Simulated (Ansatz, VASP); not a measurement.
# InGa in VASP and in Ansatz

```
In Ga
1.0
     1.90864   -2.56186    0.00000
     1.90864    2.56186    0.00000
     0.00000    0.00000    4.83759
In Ga
1 1
Direct
  0.00000 0.00000 0.00000
  0.50000 0.50000 0.50000
```

Alike in both runs: functional PBE; k mesh 14 × 14 × 8; occupations gaussian, width 0.1 eV; no spin polarisation.

Ansatz relaxed the structure, and its values are those at the end. VASP's run is a single point on that final structure, the one shown.

|  | VASP | Ansatz |
| --- | --- | --- |
| version | VASP 6.6.1 | Ansatz 0.2.0 |
| potentials or method | VASP PAW PBE potentials, release 64 (In_d, Ga_d), cutoff 520 eV | scalar-relativistic, plane waves, PAW |
| valence electrons in the cell | 26 | 26 |

|  | VASP | Ansatz | Ansatz less VASP |
| --- | --- | --- | --- |
| gap on the k mesh at the Fermi level (eV) | none | none | - |
| pressure (GPa) | 0.0 | 0.0 | 0.00 |

A gap of «none» marks a metal or a gap that the smearing closes.
